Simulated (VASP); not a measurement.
# SrTiO3 (Tausonite) (Pm-3m) in VASP: settings compared, part 2 of 2

VASP 6.6.1. Earlier steps stand in the parts before.

## 3. Single point, PBE

INCAR

```
PREC = Accurate ; ENCUT = 520
EDIFF = 1E-7 ; ISMEAR = 0
SIGMA = 0.02 ; LREAL = False
LASPH = True ; NELM = 100
ALGO = Normal ; ISIF = 2
LWAVE = False ; LCHARG = True
GGA = PE ; LELF = True
LVHAR = True ; NBANDS = 28
```

KPOINTS

```
regular mesh
0
Gamma
  4 4 4
```

POSCAR

```
SrTiO3
1.0
    3.9364041151      0.0000000000      0.0000000000
    0.0000000000      3.9364041151      0.0000000000
    0.0000000000      0.0000000000      3.9364041151
Sr Ti O
1 1 3
Direct
    0.5000000000      0.5000000000      0.5000000000
    0.0000000000      0.0000000000      0.0000000000
    0.5000000000      0.0000000000      0.0000000000
    0.0000000000      0.5000000000      0.0000000000
    0.0000000000      0.0000000000      0.5000000000
```

Potentials or basis: VASP PAW PBE potentials, release 64 (Sr_sv, Ti_sv, O).

On the command line:

```bash
$ cat potpaw_PBE.64/Sr_sv/POTCAR potpaw_PBE.64/Ti_sv/POTCAR potpaw_PBE.64/O/POTCAR > POTCAR
$ mpirun -np 1 vasp_std > vasp.out
```

OUTCAR:

```text
PREC = Accurate
   ENCUT = 520
   EDIFF = 1E-7
   ISMEAR = 0
   LREAL = False
   LASPH = True
   NELM = 100
   ISIF = 2
   GGA = PE

 ion  position               nearest neighbor table
   1  0.500  0.500  0.500-   3 2.78   4 2.78   5 2.78   3 2.78   4 2.78   3 2.78   5 2.78   3 2.78
                             4 2.78   5 2.78   4 2.78   5 2.78   2 3.41   2 3.41   2 3.41   2 3.41
   2  0.000  0.000  0.000-   3 1.97   4 1.97   5 1.97   5 1.97   4 1.97   3 1.97   1 3.41   1 3.41
                             1 3.41   1 3.41   1 3.41   1 3.41   1 3.41   1 3.41
   3  0.500  0.000  0.000-   2 1.97   2 1.97   1 2.78   1 2.78   1 2.78   1 2.78
   4  0.000  0.500  0.000-   2 1.97   2 1.97   1 2.78   1 2.78   1 2.78   1 2.78
   5  0.000  0.000  0.500-   2 1.97   2 1.97   1 2.78   1 2.78   1 2.78   1 2.78

  LATTYP: Found a simple cubic cell.
 ALAT       =     3.9364041151

  Lattice vectors:

 A1 = (   3.9364041151,   0.0000000000,   0.0000000000)
 A2 = (   0.0000000000,   3.9364041151,   0.0000000000)
 A3 = (   0.0000000000,   0.0000000000,   3.9364041151)

Analysis of symmetry for initial positions (statically):
=====================================================================
 Subroutine PRICEL returns:
 Original cell was already a primitive cell.

 Routine SETGRP: Setting up the symmetry group for a
 simple cubic supercell.

 Subroutine GETGRP returns: Found 48 space group operations
 (whereof 48 operations were pure point group operations)
 out of a pool of 48 trial point group operations.

The static configuration has the point symmetry O_h .

Analysis of symmetry for dynamics (positions and initial velocities):
=====================================================================
 Subroutine PRICEL returns:
 Original cell was already a primitive cell.

 Routine SETGRP: Setting up the symmetry group for a
 simple cubic supercell.

 Subroutine GETGRP returns: Found 48 space group operations
 (whereof 48 operations were pure point group operations)
 out of a pool of 48 trial point group operations.

The dynamic configuration has the point symmetry O_h .

 Subroutine INISYM returns: Found 48 space group operations
 (whereof 48 operations are pure point group operations),
 and found     1 'primitive' translations

----------------------------------------------------------------------------------------

                                     Primitive cell

  volume of cell :      60.9957

  direct lattice vectors                    reciprocal lattice vectors
     3.936404115  0.000000000  0.000000000     0.254038958  0.000000000  0.000000000
     0.000000000  3.936404115  0.000000000     0.000000000  0.254038958  0.000000000
     0.000000000  0.000000000  3.936404115     0.000000000  0.000000000  0.254038958

  length of vectors
     3.936404115  3.936404115  3.936404115     0.254038958  0.254038958  0.254038958

  position of ions in fractional coordinates (direct lattice)
     0.500000000  0.500000000  0.500000000
     0.000000000  0.000000000  0.000000000
     0.500000000  0.000000000  0.000000000
     0.000000000  0.500000000  0.000000000
     0.000000000  0.000000000  0.500000000

  ion indices of the primitive-cell ions
   primitive index   ion index
                 1           1
                 2           2
                 3           3
                 4           4
                 5           5

[... 31 lines left out ...]
  0.250000  0.250000  0.000000     12.000000
  0.500000  0.250000  0.000000     12.000000
  0.500000  0.500000  0.000000      3.000000
  0.250000  0.250000  0.250000      8.000000
  0.500000  0.250000  0.250000     12.000000
  0.500000  0.500000  0.250000      6.000000
  0.500000  0.500000  0.500000      1.000000
   k-points           NKPTS =     10   k-points in BZ     NKDIM =     10   number of bands    NBANDS=     28
   number of dos      NEDOS =    301   number of ions     NIONS =      5
   total plane-waves  NPLWV =  27000
   dimension x,y,z NGX =    30 NGY =   30 NGZ =   30
   dimension x,y,z NGXF=    60 NGYF=   60 NGZF=   60
   ions per type =               1   1   3
   NGX,Y,Z   is equivalent  to a cutoff of  12.67, 12.67, 12.67 a.u.
   NGXF,Y,Z  is equivalent  to a cutoff of  25.34, 25.34, 25.34 a.u.
 SYSTEM =  unknown system
   PREC   = accura    normal or accurate (medium, high low for compatibility)
   ISTART =      0    job   : 0-new  1-cont  2-samecut
   ICHARG =      2    charge: 1-file 2-atom 10-const
   ISPIN  =      1    spin polarized calculation?
   LNONCOLLINEAR =      F non collinear calculations
   LSORBIT =      F    spin-orbit coupling
   LASPH  =      T    aspherical Exc in radial PAW
   ENCUT  =  520.0 eV  38.22 Ry    6.18 a.u.   7.32  7.32  7.32*2*pi/ulx,y,z
   NELM   =    100;   NELMIN=  2; NELMDL= -5     # of ELM steps
   EDIFF  = 0.1E-06   stopping-criterion for ELM
   LREAL  =      F    real-space projection
   EDIFFG = 0.1E-05   stopping-criterion for IOM
   NSW    =      0    number of steps for IOM
   IBRION =     -1    ionic relax: 0-MD 1-quasi-New 2-CG
   NFREE  =      0    steps in history (QN), initial steepest desc. (CG)
   ISIF   =      2    stress and relaxation
   ISYM   =      2    0-nonsym 1-usesym 2-fastsym
   POTIM  = 0.5000    time-step for ionic-motion
   TEBEG  =    0.0;   TEEND  =   0.0 temperature during run
   PSTRESS=    0.0 pullay stress
   NELECT =      40.0000    total number of electrons
   NUPDOWN=      -1.0000    fix difference up-down
   EMIN   =  10.00;   EMAX   =-10.00  energy-range for DOS
   EFERMI =   0.00;   METHOD = LEGACY
   ISMEAR =     0;   SIGMA  =   0.02  broadening in eV -4-tet -1-fermi 0-gaus
   EFERMI_NEDOS =   21; number of points for ismear=-14 and -15
   IALGO  =     38    algorithm
   IMIX   =      4    mixing-type and parameters
     AMIX     =   0.40;   BMIX     =  1.00
     AMIX_MAG =   1.60;   BMIX_MAG =  1.00
  volume/ion in A,a.u.               =      12.20        82.32
  Fermi-wavevector in a.u.,A,eV,Ry     =   1.422313  2.687782 27.524232  2.022974
  Thomas-Fermi vector in A             =   2.543030
   LORBIT       =      0    0 simple, 1 ext, 2 COOP (PROOUT), +10 PAW based schemes
   GGA     = PE    functional components
   LHFCALC =     F    Hartree Fock is set to
   AEXX    =    0.0000 exact exchange contribution
   IVDW    =     0    specifies the selected vdW correction
   LEPSILON=     F    determine dielectric tensor
   LRPA    =     F    only Hartree local field effects (RPA)
 non-spin polarized calculation
 Gauss-broadening in eV      SIGMA  =   0.02
  energy-cutoff  :      520.00
  volume of cell :       61.00
 maximum number of plane-waves:      1671
 NGX is ok and might be reduce to    30
   NGX = 15   NGY = 15   NGZ = 15

 number of electron      39.9999990 magnetization

 Free energy of the ion-electron system (eV)
  ---------------------------------------------------
  ext. energy  EPLUGINS =         0.00000000
  ---------------------------------------------------
  free energy    TOTEN  =       -40.08572535 eV

  energy without entropy =      -40.08572535  energy(sigma->0) =      -40.08572535

 E-fermi :   4.1494     XC(G=0): -11.1445

 val. band max:        3.9752927506   @ k =   0.5000   0.5000   0.5000
 cond. band min:       5.7670960160   @ k =   0.0000   0.0000   0.0000
 fundamental gap:      1.7918032653
 Fermi energy:         4.1493601044

 k-point     1 :       0.0000    0.0000    0.0000
  band No.  band energies     occupation
      1     -52.6140      2.00000
      2     -28.8927      2.00000
      3     -28.8437      2.00000
      4     -28.8437      2.00000
      5     -28.8437      2.00000
      6     -13.3666      2.00000
[... 299 lines left out ...]
     27      12.0625      0.00000
     28      12.0625      0.00000

------------------------ aborting loop because EDIFF is reached ----------------------------------------

  FORCE on cell =-STRESS in cart. coord.  units (eV):
  Direction    XX          YY          ZZ          XY          YZ          ZX
  --------------------------------------------------------------------------------------
  -------------------------------------------------------------------------------------
  Total        0.2525419      0.2525419      0.2525419      0.0000000      0.0000000     -0.0000000
  in kB        6.6335355      6.6335355      6.6335355      0.0000000      0.0000000     -0.0000000
  external PRESSURE =       6.6335355 kB  Pullay stress =       0.0000000 kB

 VOLUME and BASIS-vectors are now :
 -----------------------------------------------------------------------------
  energy-cutoff  :      520.00
  volume of cell :       61.00
      direct lattice vectors                 reciprocal lattice vectors
     3.936404115  0.000000000  0.000000000     0.254038958  0.000000000  0.000000000
     0.000000000  3.936404115  0.000000000     0.000000000  0.254038958  0.000000000
     0.000000000  0.000000000  3.936404115     0.000000000  0.000000000  0.254038958

 POSITION                                       TOTAL-FORCE (eV/Angst)
 -----------------------------------------------------------------------------------
      1.96820      1.96820      1.96820         0.000000      0.000000      0.000000
      0.00000      0.00000      0.00000         0.000000      0.000000      0.000000
      1.96820      0.00000      0.00000         0.000000      0.000000      0.000000
      0.00000      1.96820      0.00000         0.000000      0.000000      0.000000
      0.00000      0.00000      1.96820         0.000000      0.000000      0.000000
 -----------------------------------------------------------------------------------
    total drift:                                0.000000     -0.000000      0.000000

  FREE ENERGIE OF THE ION-ELECTRON SYSTEM (eV)
  ---------------------------------------------------
  free  energy   TOTEN  =       -40.0857253529 eV

  energy  without entropy=      -40.0857253529  energy(sigma->0) =      -40.08572535
```

OSZICAR:

```text
N       E                     dE             d eps       ncg     rms          rms(c)
DAV:   1     0.412392325838E+03    0.41239E+03   -0.20646E+04   560   0.154E+03
DAV:   2    -0.658700020821E+01   -0.41898E+03   -0.39835E+03   616   0.428E+02
DAV:   3    -0.483564907234E+02   -0.41769E+02   -0.41351E+02   688   0.133E+02
[... 11 lines left out ...]
DAV:  15    -0.400857254618E+02    0.79910E-05   -0.81253E-05   744   0.803E-02    0.161E-02
DAV:  16    -0.400857255273E+02   -0.65490E-07   -0.45416E-06   688   0.182E-02    0.121E-02
DAV:  17    -0.400857251940E+02    0.33334E-06   -0.20752E-06   684   0.191E-02    0.498E-03
DAV:  18    -0.400857253224E+02   -0.12841E-06   -0.25028E-07   540   0.643E-03    0.165E-03
DAV:  19    -0.400857253529E+02   -0.30476E-07   -0.55506E-08   360   0.195E-03
   1 F= -.40085725E+02 E0= -.40085725E+02  d E =-.670183E-36
```

stdout:

```text
POSCAR found type information on POSCAR SrTiO
 POSCAR found :  3 types and       5 ions
 scaLAPACK will be used
 LDA part: xc-table for (Slater+PW92), standard interpolation
 POSCAR, INCAR and KPOINTS ok, starting setup
 FFT: planning ... GRIDC
 FFT: planning ... GRID_SOFT
 FFT: planning ... GRID
 WAVECAR not read
 entering main loop
```

Wall time 26 s (1 thread of AMD EPYC 7R13 (Zen 3), shared host); peak memory 0.14 GiB.

Results:

| Quantity | Value |
| --- | --- |
| Free energy | -40.0857 eV |
| Pressure | 0.7 GPa |
| Band gap on the k mesh | 1.79 eV, indirect (least direct gap 2.16 eV) |

## 4. Single point, PBE

INCAR

```
SYSTEM = SrTiO3
  PREC = Accurate
  ENCUT = 520
  EDIFF = 1E-7
  ISMEAR = 0
  SIGMA = 0.02
  LREAL = .FALSE.
  LASPH = .TRUE.
  NELM = 80
  ALGO = Normal
  ISIF = 2
  LWAVE = .FALSE.
  LCHARG = .TRUE.
  GGA = PE
  LELF = .TRUE.
  LVHAR = .TRUE.
  NBANDS = 28
```

KPOINTS

```
Automatic mesh
0
G
  8 8 8
  0 0 0
```

POSCAR is that of step 3.

On the command line:

```bash
$ cat potpaw_PBE.64/Sr_sv/POTCAR potpaw_PBE.64/Ti_sv/POTCAR potpaw_PBE.64/O/POTCAR > POTCAR
$ mpirun -np 1 vasp_std > vasp.out
```

Run time: 64 s. Hardware: 1 thread of AMD EPYC 7R13 (Zen 3), shared host; peak memory 0.18 GiB.

It converged, with:

```yaml
Free_energy: -40.1033 eV
Pressure: 0.6 GPa
Band_gap_on_the_k_mesh: 1.81 eV, indirect (least direct gap 2.18 eV)
```

Levels at points of the mesh, in eV from the valence-band top:
| k point | band 18 | band 19 | band 20 | band 21 | band 22 | band 23 |
| --- | --- | --- | --- | --- | --- | --- |
| (0.00, 0.00, 0.00) | -0.37 | -0.37 | -0.37 | 1.81 | 1.81 | 1.81 |
| (0.50, 0.00, 0.00) | -1.91 | -0.73 | -0.73 | 1.97 | 3.66 | 3.66 |
| (0.50, 0.50, 0.00) | -1.54 | -1.54 | -0.09 | 3.66 | 3.66 | 4.11 |
| (0.50, 0.50, 0.50) | 0.00 | 0.00 | 0.00 | 4.31 | 4.31 | 4.31 |

## 5. Single point, PBE

This run uses another cell than the first one, of 12.03 Å³/atom, 0.986 times its volume.

INCAR

```
ALGO = Normal ; EDIFF = 1E-6
ENCUT = 520 ; GGA = PE
ISIF = 2 ; ISMEAR = 0
LASPH = T ; LCHARG = F
LREAL = F ; LWAVE = F
NBANDS = 28 ; NELM = 80
PREC = Accurate ; SIGMA = 0.1
```

KPOINTS

```
k-points
0
Gamma
  6 6 6
```

POSCAR, as its differences from that of step 4:

```diff
@@ -2,5 +2,5 @@
 1.0
-    3.9364041151      0.0000000000      0.0000000000
-    0.0000000000      3.9364041151      0.0000000000
-    0.0000000000      0.0000000000      3.9364041151
+    3.9180559439      0.0000000000      0.0000000000
+    0.0000000000      3.9180559439      0.0000000000
+    0.0000000000      0.0000000000      3.9180559439
 Sr Ti O
```

On the command line:

```bash
$ cat potpaw_PBE.64/Sr_sv/POTCAR potpaw_PBE.64/Ti_sv/POTCAR potpaw_PBE.64/O/POTCAR > POTCAR
$ mpirun -np 1 vasp_std > vasp.out
```

It took 25 s on 1 thread of AMD EPYC 9R45 (Zen 5), shared host; peak memory 0.16 GiB.

It converged, with:

- Free energy: -40.0918 eV
- Pressure: 3.1 GPa
- Band gap on the k mesh: 1.84 eV, indirect (least direct gap 2.20 eV)

Levels at points of the mesh, in eV from the valence-band top:
```tsv
k point	band 17	band 18	band 19	band 20	band 21	band 22	band 23	band 24
(0.00, 0.00, 0.00)	-1.15	-0.36	-0.36	-0.36	1.84	1.84	1.84	4.23
(0.50, 0.00, 0.00)	-2.33	-1.96	-0.73	-0.73	2.00	3.73	3.73	4.25
(0.50, 0.50, 0.00)	-1.73	-1.56	-1.56	-0.09	3.73	3.73	4.18	5.20
(0.50, 0.50, 0.50)	-3.71	0.00	0.00	0.00	4.40	4.40	4.40	6.90
```

A k mesh can miss the band edges.

## 6. Summary

| level | cell | k mesh | smearing | grid for exact exchange (PRECFOCK) | screening parameter | gap on the mesh (eV) | pressure (GPa) |
| --- | --- | --- | --- | --- | --- | --- | --- |
| HSE06 | a = 3.936 Å, 5 atoms | 4 × 4 × 4 | gaussian 0.01 eV | Fast | 0.2079 1/Å | 3.23 | -5.1 |
| PBE | a = 3.936 Å, 5 atoms | 4 × 4 × 4 | gaussian 0.02 eV | - | - | 1.79 | 0.7 |
| PBE | a = 3.936 Å, 5 atoms | 8 × 8 × 8 | gaussian 0.02 eV | - | - | 1.81 | 0.6 |
| PBE | a = 3.918 Å, 5 atoms | 6 × 6 × 6 | gaussian 0.1 eV | - | - | 1.84 | 3.1 |

Alike in all rows: task single point; potentials or basis VASP PAW PBE potentials, release 64 (Sr_sv, Ti_sv, O); no spin polarisation; cutoff (eV) 520.

On the cell as given the gap runs from 1.79 eV (PBE) to 3.23 eV (HSE06); the meshes differ, which moves gaps too. The pressure there spans -5.1 GPa (HSE06) to 0.7 GPa (PBE); a positive pressure means that this level wants a larger cell, a negative one a smaller.

Caveats: the PAW data sets were made with another functional, which shifts forces and pressure a little (some runs).

Total energies depend on the potentials used, so only differences within one code and one set of settings carry meaning.
